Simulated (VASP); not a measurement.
Input of a VASP 6.6.1 run:

INCAR

```
SYSTEM = Te
ALGO = Normal ; EDIFF = 1E-7
ENCUT = 520 ; GGA = RP
ISIF = 2 ; ISMEAR = -1
LASPH = .True. ; LCHARG = .True.
LELF = .True. ; LREAL = .False.
LVHAR = .True. ; LWAVE = .False.
NBANDS = 9 ; NELM = 80
PREC = Accurate ; SIGMA = 0.1
```

Contents of KPOINTS:

```
k-points
0
Gamma
  11 11 11
  0 0 0
```

The input POSCAR:

```
Te
1.0
    3.1867651161      0.0000000000      0.0000000000
    0.0000000000      3.1867651161      0.0000000000
    0.0000000000      0.0000000000      3.1867651161
Te
1
Direct
    0.0000000000      0.0000000000      0.0000000000
```

Potentials or basis: VASP PAW PBE potentials, release 64 (Te).

Command:

```console
$ cat potpaw_PBE.64/Te/POTCAR > POTCAR
$ mpirun -np 1 vasp_std > vasp.out
```

(1) What does it give for the band gap on the k mesh?

(2) Estimate the pressure.

Results:

(1) zero (band 3 reaches 9.22 eV, above the bottom of band 4 at 3.75 eV).

(2) 1.9 GPa.

Caveat: the PAW data sets were made with another functional, which shifts forces and pressure a little; spin-orbit coupling is left out, which moves the levels of the heavy elements.
